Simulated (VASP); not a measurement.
## Pb: electric field gradients with LDA

Crystal: Pb.

```
Pb
1.0
     0.00000    3.50645    3.50645
     3.50645    0.00000    3.50645
     3.50645    3.50645    0.00000
Pb
2
Direct
  0.00000 0.00000 0.00000
  0.25000 0.25000 0.25000
```

This cell differs from its parent crystal: volume scaled by 1.06.

- Program: VASP 6.6.1
- Task: electric field gradients
- Functional: LDA
- Potentials or basis: VASP PAW LDA potentials, release 64 (Pb_d)
- Cutoff: 520 eV
- k mesh: 8 × 8 × 8
- Occupations: fermi-dirac, width 0.05 eV
- Spin: no spin polarisation
- Dipole correction: no
- Further INCAR settings: ALGO = Normal; EDIFF = 1e-08; NBANDS = 21

The pressure is -2.3 GPa and the band gap on the k mesh is zero (band 14 reaches 3.91 eV, above the bottom of band 15 at 2.85 eV).

Levels at points of the mesh, in eV from the Fermi level:
| k point | band 12 | band 13 | band 14 | band 15 | band 16 | band 17 |
| --- | --- | --- | --- | --- | --- | --- |
| (0.00, 0.00, 0.00) | -4.31 | 0.33 | 0.33 | 0.33 | 2.30 | 2.30 |
| (0.50, 0.00, 0.00) | -7.09 | -1.04 | -0.73 | -0.73 | 3.38 | 3.38 |
| (0.50, 0.50, 0.00) | -8.42 | -1.87 | -1.87 | 0.80 | 0.80 | 6.73 |

It took 25 s on 1 thread of Intel(R) Xeon(R) 6975P-C (Granite Rapids), with other jobs on the host, peak memory 0.21 GiB.

Caveat: without QUAD_EFG the Cq values of the log hold for a quadrupole moment of 1 mb, not for the nuclei; spin-orbit coupling is left out, which moves the levels of the heavy elements.
